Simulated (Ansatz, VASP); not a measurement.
**KZrN in VASP and in Ansatz**

```xyz
3
Lattice="3.6387 0.0000 0.0000 -1.8193 3.1512 0.0000 0.0000 0.0000 6.7038" Properties=species:S:1:pos:R:3 pbc="T T T"
K     0.0000    0.0000    0.0000
Zr    0.0000    2.1008    3.3519
N     1.8193    1.0504    3.3519
```

Change from the starting cell: species swapped into the SrCuSi type (P-6m2, No. 187).

Alike in both runs: functional PBE; k mesh 6 × 6 × 4; occupations gaussian, width 0.1 eV; no spin polarisation.

Ansatz relaxed the structure, and its values are those at the end. VASP's run is a single point on that final structure, the one shown.

|  | VASP | Ansatz |
| --- | --- | --- |
| version | VASP 6.6.1 | Ansatz 0.2.0 |
| potentials or method | VASP PAW PBE potentials, release 64 (K_sv, Zr_sv, N), cutoff 520 eV | scalar-relativistic, plane waves, PAW |
| valence electrons in the cell | 26 | 26 |

|  | VASP | Ansatz | Ansatz less VASP |
| --- | --- | --- | --- |
| gap on the k mesh at the Fermi level (eV) | none | none | - |
| pressure (GPa) | 0.2 | 0.1 | -0.06 |

A gap of «none» marks a metal or a gap that the smearing closes. The functional is the same, so the differences come from potentials, cutoffs and numerics.
